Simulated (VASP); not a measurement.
# NaB2 (F-43m) in VASP: notebook, part 2 of 2

VASP 6.6.1.

## (4) Single point, PBE

This run uses another cell than the first one, of 10.26 Å³/atom.

INCAR reads:

```
SYSTEM = NaB2
PREC     = Accurate       ! precision mode
ENCUT    = 520            ! plane-wave cutoff, eV
EDIFF    = 1E-7           ! SCF threshold, eV
ISMEAR   = 0              ! smearing method
SIGMA    = 0.1            ! smearing width, eV
LREAL    = .FALSE.        ! projectors in reciprocal space
LASPH    = .TRUE.         ! aspherical terms in the spheres
NELM     = 60             ! most SCF steps
ALGO     = Normal         ! electronic algorithm
ISIF     = 2              ! what is computed and relaxed
LWAVE    = .FALSE.        ! write WAVECAR
LCHARG   = .FALSE.        ! write CHGCAR
GGA      = PE             ! functional
NBANDS   = 22             ! bands
```

KPOINTS reads:

```
Automatic mesh
0
G
  6 6 6
  0 0 0
```

POSCAR reads:

```
NaB2
1.0
    0.0000000000      3.1340983008      3.1340983008
    3.1340983008      0.0000000000      3.1340983008
    3.1340983008      3.1340983008      0.0000000000
Na B
2 4
Direct
    0.7500000000      0.7500000000      0.7500000000
    0.5000000000      0.5000000000      0.5000000000
    0.1026939296      0.6919182111      0.1026939296
    0.1026939296      0.1026939296      0.1026939296
    0.6919182111      0.1026939296      0.1026939296
    0.1026939296      0.1026939296      0.6919182111
```

Started as:

```bash
cat potpaw_PBE.64/Na_pv/POTCAR potpaw_PBE.64/B/POTCAR > POTCAR
mpirun -np 1 vasp_std > vasp.out
```

It took 25 s on 1 thread of Intel Xeon Platinum 8488C (Sapphire Rapids), shared host; peak memory 0.19 GiB.

Results (log left out):

```
Free energy            : -22.8587 eV
Pressure               : 0.4 GPa
Largest force          : 0.039 eV/Å
Band gap on the k mesh : zero (bands 13 and 14 overlap by 2.25 eV)
```

Forces on the atoms (eV/Å):
```
Na   0.000  0.000  0.000
Na   0.000  0.000  0.000
B   -0.023  0.023 -0.023
B    0.023  0.023  0.023
B    0.023 -0.023 -0.023
B   -0.023 -0.023  0.023
```

Levels at points of the mesh, in eV from the Fermi level:
```tsv
k point	band 9	band 10	band 11	band 12	band 13	band 14	band 15	band 16	band 17	band 18
(0.00, 0.00, 0.00)	-4.01	-4.01	-4.01	-0.77	-0.77	-0.77	-0.45	-0.45	5.60	7.88
(0.50, 0.00, 0.00)	-4.40	-4.40	-4.37	-1.45	-1.45	1.94	2.18	2.18	5.27	5.27
(0.50, 0.50, 0.00)	-5.24	-5.24	-3.34	-3.23	1.48	1.53	2.46	2.46	4.79	6.48
```

## (5) Relaxation of cell and atoms, PBE

This run uses another cell than the first one, of 14.39 Å³/atom.

INCAR reads:

```
SYSTEM = NaB2
PREC = Accurate
ENCUT = 600
EDIFF = 1E-6
ISMEAR = 0
SIGMA = 0.1
LREAL = .FALSE.
LASPH = .TRUE.
NELM = 100
ALGO = Normal
ISIF = 3
LWAVE = .FALSE.
LCHARG = .FALSE.
GGA = PE
IBRION = 2
NSW = 90
EDIFFG = -0.04
```

KPOINTS reads:

```
Automatic mesh
0
G
  4 4 4
  0 0 0
```

POSCAR reads:

```
NaB2
1.0
    0.0000000000      3.5084037600      3.5084037600
    3.5084037600      0.0000000000      3.5084037600
    3.5084037600      3.5084037600      0.0000000000
Na B
2 4
Direct
    0.2500000000      0.2500000000      0.2500000000
    0.5000000000      0.5000000000      0.5000000000
    0.9164066500      0.9164066500      0.9164066500
    0.9164066500      0.9164066500      0.2507800500
    0.9164066500      0.2507800500      0.9164066500
    0.2507800500      0.9164066500      0.9164066500
```

Started as:

```bash
cat potpaw_PBE.64/Na_pv/POTCAR potpaw_PBE.64/B/POTCAR > POTCAR
mpirun -np 1 vasp_std > vasp.out
```

It took 2.5 min on 1 thread of Intel Xeon Platinum 8488C (Sapphire Rapids), shared host; peak memory 0.23 GiB.

Results (log left out):

```yaml
Free_energy: -22.7342 eV
Relaxed_volume: 10.26 Å³/atom
Relaxed_cell: a = 4.432 Å, b = 4.432 Å, c = 4.432 Å, α = 60.00°, β = 60.00°, γ = 60.00°
Space_group_after_relaxing_to_0.1_Å: F-43m (No. 216)
Energy_gained_by_relaxing: 118.6 meV/atom
Ionic_steps: 16
Pressure_after_relaxing: 0.1 GPa
Largest_force_after_relaxing: 0.036 eV/Å
Band_gap_on_the_k_mesh: zero (bands 13 and 14 overlap by 2.24 eV)
```

Forces on the atoms (eV/Å):
```
Na   0.000  0.000  0.000
Na   0.000  0.000  0.000
B   -0.021 -0.021 -0.021
B    0.021  0.021 -0.021
B    0.021 -0.021  0.021
B   -0.021  0.021  0.021
```

The path:
| step | energy change (eV) | largest force (eV/Å) | pressure (GPa) | volume (Å³) |
| --- | --- | --- | --- | --- |
| 1 | 0.0000 | 1.5056 | -1.43 | 86.37 |
| 2 | -0.1436 | 0.6062 | -7.60 | 84.77 |
| 3 | -0.1557 | 0.1985 | -6.31 | 85.16 |
| 4 | -0.3897 | 0.0279 | -4.58 | 77.92 |
| 5 | -0.5852 | 0.5266 | -0.53 | 68.75 |
| 6 | -0.1741 | 1.7543 | 22.01 | 52.62 |
| 7 | -0.5945 | 0.9507 | 2.49 | 65.62 |
| 8 | -0.5964 | 1.0988 | 4.10 | 63.78 |
| 9 | -0.6742 | 0.6214 | 3.67 | 60.96 |
| 10 | -0.6819 | 0.2818 | 4.27 | 58.70 |
| 11 | -0.6853 | 0.3870 | 3.99 | 59.45 |
| 12 | -0.7082 | 0.1708 | 1.29 | 60.95 |
| 13 | -0.7111 | 0.0598 | -0.01 | 61.76 |
| 14 | -0.7111 | 0.0659 | 0.09 | 61.71 |
| 15 | -0.7114 | 0.0506 | 0.09 | 61.63 |
| 16 | -0.7117 | 0.0362 | 0.08 | 61.54 |

Final structure:
```
CELL_PARAMETERS angstrom
0.00000 3.13363 3.13363
3.13363 0.00000 3.13363
3.13363 3.13363 0.00000
ATOMIC_POSITIONS crystal
Na 0.25000 0.25000 0.25000
Na 0.50000 0.50000 0.50000
B 0.89756 0.89756 0.89756
B 0.89756 0.89756 0.30732
B 0.89756 0.30732 0.89756
B 0.30732 0.89756 0.89756
```

Levels at points of the mesh, in eV from the Fermi level:
```csv
k point,band 10,band 11,band 12,band 13,band 14,band 15,band 16,band 17
"(0.00, 0.00, 0.00)",-4.07,-4.07,-0.82,-0.82,-0.82,-0.50,-0.50,5.56
"(0.50, 0.00, 0.00)",-4.46,-4.43,-1.50,-1.50,1.86,2.13,2.13,5.24
"(0.50, 0.50, 0.00)",-5.29,-3.39,-3.29,1.42,1.46,2.40,2.40,4.76
```

Caveat: the k points lie up to 0.43 Å⁻¹ apart in the final cell, too coarse for converged energies and pressures of a metal; the volume moved by over 15 % at a fixed basis, so the end points are rough.

## (6) Single point, PBE

This run uses another cell than the first one, of 10.20 Å³/atom.

INCAR reads:

```
SYSTEM = NaB2
PREC = Accurate
ENCUT = 520
EDIFF = 1E-6
ISMEAR = 0
SIGMA = 0.1
LREAL = .False.
LASPH = .True.
NELM = 100
ALGO = Normal
ISIF = 2
LWAVE = .False.
LCHARG = .False.
GGA = PE
NBANDS = 22
```

KPOINTS reads:

```
regular mesh
0
Gamma
  10 10 10
  0 0 0
```

POSCAR reads:

```
NaB2
1.0
    0.0000000000      3.1276740394      3.1276740394
    3.1276740394      0.0000000000      3.1276740394
    3.1276740394      3.1276740394      0.0000000000
Na B
2 4
Direct
    0.2500000000      0.2500000000      0.2500000000
    0.5000000000      0.5000000000      0.5000000000
    0.3106279006      0.8964573665      0.8964573665
    0.8964573665      0.3106279006      0.8964573665
    0.8964573665      0.8964573665      0.3106279006
    0.8964573665      0.8964573665      0.8964573665
```

Potentials or basis: VASP PAW PBE potentials, release 64 (Na_pv, B).

Started as:

```bash
cat potpaw_PBE.64/Na_pv/POTCAR potpaw_PBE.64/B/POTCAR > POTCAR
mpirun -np 1 vasp_std > vasp.out
```

Wall time 55 s (1 thread of Intel Xeon Platinum 8488C (Sapphire Rapids), shared host); peak memory 0.21 GiB.

It converged, with:

| Property | Result |
| --- | --- |
| Free energy | -22.8596 eV |
| Pressure | 0.2 GPa |
| Largest force | 0.011 eV/Å |
| Band gap on the k mesh | zero (bands 13 and 14 overlap by 2.33 eV) |

Forces on the atoms (eV/Å):
```
Na   0.000  0.000  0.000
Na   0.000  0.000  0.000
B   -0.006  0.006  0.006
B    0.006 -0.006  0.006
B    0.006  0.006 -0.006
B   -0.006 -0.006 -0.006
```

Levels at points of the mesh, in eV from the Fermi level:
```
           k point  band 10  band 11  band 12  band 13  band 14  band 15  band 16  band 17
(0.00, 0.00, 0.00)    -4.03    -4.03    -0.88    -0.88    -0.88    -0.53    -0.53     5.52
(0.50, 0.00, 0.00)    -4.43    -4.43    -1.56    -1.56     1.95     2.14     2.14     5.16
(0.50, 0.50, 0.00)    -5.29    -3.45    -3.33     1.44     1.56     2.41     2.41     4.64
```

## (7) Summary

```tsv
task	cell	k mesh	cutoff (eV)	gap on the mesh (eV)	pressure (GPa)	largest force (eV/Å)
single point	a = 4.428 Å, angles 60.0°, 6 atoms, atomic positions A	4 × 4 × 4	520	none	0.0	0.01
single point	a = 4.962 Å, angles 60.0°, 6 atoms, atomic positions B	4 × 4 × 4	520	none	-1.4	1.51
single point	a = 4.432 Å, angles 60.0°, 6 atoms, atomic positions A	6 × 6 × 6	520	none	0.4	0.04
relaxation of cell and atoms	relaxed from a = 4.962 Å, angles 60.0°, 6 atoms, atomic positions B	4 × 4 × 4	600	none	0.1	0.04
single point	a = 4.423 Å, angles 60.0°, 6 atoms, atomic positions C	10 × 10 × 10	520	none	0.2	0.01
```

Alike in all rows: level PBE; potentials or basis VASP PAW PBE potentials, release 64 (Na_pv, B); no spin polarisation; smearing gaussian 0.1 eV.

Caveats: some runs use coarse meshes; forces of over 1 eV/Å act on the atoms, so gaps and moduli don't describe the material at rest (at least some runs); the volume moved by over 15 % at a fixed basis, so the end points are rough (at least some runs).

Total energies depend on the potentials used, so only differences within one code and one set of settings carry meaning.
